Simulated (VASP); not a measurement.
Input of a VASP 6.6.1 run:

File INCAR:

```
SYSTEM = Pb
PREC = Accurate
ENCUT = 600
EDIFF = 1E-6
ISMEAR = 0
SIGMA = 0.1
LREAL = .False.
LASPH = .True.
NELM = 80
ALGO = Fast
ISIF = 3
LWAVE = .False.
LCHARG = .False.
GGA = PE
IBRION = 2
NSW = 100
EDIFFG = -0.01
```

KPOINTS

```
Automatic mesh
0
Gamma
  15 15 4
  0 0 0
```

Contents of POSCAR:

```
Pb
1.0
    3.5243661423      0.0000000000      0.0000000000
   -1.7621830711      3.0521906115      0.0000000000
    0.0000000000      0.0000000000     11.4952418100
Pb
4
Direct
    0.0000000000      0.0000000000      0.0000000000
    0.3333333300      0.6666666700      0.2500000000
    0.0000000000      0.0000000000      0.5000000000
    0.6666666700      0.3333333300      0.7500000000
```

Potentials or basis: VASP PAW PBE potentials, release 64 (Pb_d).

Launch:

```bash
$ cat potpaw_PBE.64/Pb_d/POTCAR > POTCAR
$ mpirun -np 1 vasp_std > vasp.out
```

Task: Estimate the relaxed cell.

Result: a = 3.560 Å, b = 3.560 Å, c = 11.635 Å, α = 90.00°, β = 90.00°, γ = 120.00°.

Task: What does it give for the relaxed volume?

Result: 31.93 Å³/atom.

The path:
| step | energy change (eV) | largest force (eV/Å) | pressure (GPa) | volume (Å³) |
| --- | --- | --- | --- | --- |
| 1 | 0.0000 | 0.0000 | 1.34 | 123.65 |
| 2 | -0.0168 | 0.0000 | -0.22 | 128.36 |
| 3 | -0.0173 | 0.0000 | 0.01 | 127.71 |
